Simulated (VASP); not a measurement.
Set up this calculation in VASP 6.6.1, as the native input.

```
Task                   : electric field gradients
Functional             : PBEsol
Potentials or basis    : VASP PAW PBE potentials, release 64 (Zr_sv, H)
Cutoff                 : 520 eV
k mesh                 : 9 × 9 × 6
Occupations            : fermi-dirac, width 0.02 eV
Spin                   : no spin polarisation
Dipole correction      : no
Further INCAR settings : ALGO = Normal; EDIFF = 1e-08; NBANDS = 21
```

The structure of ZrH lies in POSCAR:

```
ZrH
1.0
    3.2427916985      0.0162139585      0.0162139585
    0.0162139585      3.2427916985      0.0162139585
    0.0247400000      0.0247400000      4.9480000000
Zr H
2 2
Direct
    0.0000000000      0.5000000000      0.0000000000
    0.5000000000      0.0000000000      0.5000000000
    0.0000000000      0.0000000000      0.7500000000
    0.0000000000      0.0000000000      0.2500000000
```

This cell differs from its parent crystal: equal xy, yz and zx shear strains of +1 %.

The input as run:

INCAR

```
  PREC = Accurate
  ENCUT = 520
  EDIFF = 1E-8
  ISMEAR = -1
  SIGMA = 0.02
  LREAL = F
  LASPH = T
  NELM = 100
  ALGO = Normal
  ISIF = 2
  LWAVE = F
  LCHARG = F
  GGA = PS
  LEFG = T
  NBANDS = 21
```

KPOINTS

```
regular mesh
0
Gamma
  9 9 6
```

Potentials or basis: VASP PAW PBE potentials, release 64 (Zr_sv, H).

Command:

```bash
$ cat potpaw_PBE.64/Zr_sv/POTCAR potpaw_PBE.64/H/POTCAR > POTCAR
$ mpirun -np 1 vasp_std > vasp.out
```

Results of the run:

- Pressure: -2.5 GPa
- Largest force: 0.079 eV/Å
- Band gap on the k mesh: zero (bands 13 and 14 overlap by 1.03 eV)
- Largest electric field gradient by atom: Zr +78.6; H +0.9 V/Å²

Caveat: the cell differs from its parent crystal (equal xy, yz and zx shear strains of +1 %); without QUAD_EFG the Cq values of the log hold for a quadrupole moment of 1 mb, not for the nuclei; the PAW data sets were made with another functional, which shifts forces and pressure a little.

Run time: 84 s on 1 thread of Intel(R) Xeon(R) Platinum 8488C (Sapphire Rapids), on a shared host, peak memory 0.25 GiB.
